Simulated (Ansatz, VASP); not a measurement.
**Hf4Br: VASP beside Ansatz**

Contents of INCAR:

```
SYSTEM = Hf4Br
PREC = Accurate
ENCUT = 600
EDIFF = 1E-7
ISMEAR = 0
SIGMA = 0.1
LREAL = .FALSE.
LASPH = .TRUE.
NELM = 100
ALGO = Normal
ISIF = 3
LWAVE = .FALSE.
LCHARG = .FALSE.
GGA = PE
IBRION = 2
NSW = 100
EDIFFG = -0.01
```

KPOINTS

```
Automatic mesh
0
G
  8 8 8
  0 0 0
```

The input POSCAR:

```
Hf4Br
1.0
   -3.1134275435      3.1134275435      3.1134275435
    3.1134275435     -3.1134275435      3.1134275435
    3.1134275435      3.1134275435     -3.1134275435
Hf Br
4 1
Direct
    0.0000000000      0.0000000000      0.5000000000
    0.5000000000      0.0000000000      0.0000000000
    0.0000000000      0.5000000000      0.0000000000
    0.5000000000      0.5000000000      0.5000000000
    0.0000000000      0.0000000000      0.0000000000
```

Input for Ansatz:

```yaml
crystal:
  lattice:
    - [-3.1134275435, 3.1134275435, 3.1134275435]
    - [3.1134275435, -3.1134275435, 3.1134275435]
    - [3.1134275435, 3.1134275435, -3.1134275435]
  atoms:
    - { symbol: Hf, position: [0.0, 0.0, 0.5] }
    - { symbol: Hf, position: [0.5, 0.0, 0.0] }
    - { symbol: Hf, position: [0.0, 0.5, 0.0] }
    - { symbol: Hf, position: [0.5, 0.5, 0.5] }
    - { symbol: Br, position: [0.0, 0.0, 0.0] }
basis:
  ecutwfc: 420
kpoints:
  mp_grid: { grid: [8, 8, 8] }
hamiltonian:
  xc: pbe
scf:
  occupations: { method: gaussian, width: 0.1 }
output:
  forces: true
  stress: true
  eigenvalues: true
relax:
  adjacent_minimum: "off"
  f_tol: 0.01
  max_steps: 80
  cell: { stress_tol: 0.05 }
```

Change from the starting cell: species swapped into the H4C type (I-43m, No. 217).

Alike in both runs: task relaxation of cell and atoms; functional PBE; k mesh 8 × 8 × 8; occupations gaussian, width 0.1 eV; no spin polarisation.

```csv
,VASP,Ansatz
version,VASP 6.6.1,Ansatz 0.2.0
potentials or method,"VASP PAW PBE potentials, release 64 (Hf_pv, Br), cutoff 600 eV","scalar-relativistic, plane waves, PAW"
valence electrons in the cell,47,111
```

Ansatz gave:

| Property | Result |
| --- | --- |
| gap on the k mesh at the Fermi level, each at its own relaxed structure (eV) | none |
| relaxed volume (Å³/atom) | 24.23 |
| relaxed cell length with the largest relative difference (Å) | 5.399 |

Problem. Estimate VASP's values.

Solution. gap on the k mesh at the Fermi level, each at its own relaxed structure (eV): none; relaxed volume (Å³/atom): 24.12; relaxed cell length with the largest relative difference (Å): 5.391.

A gap of «none» marks a metal or a gap that the smearing closes. VASP's potentials hold 47 valence electrons a cell and Ansatz's 111, so a difference there can come from the potentials and not from the codes.

Neither program's run includes spin-orbit coupling.
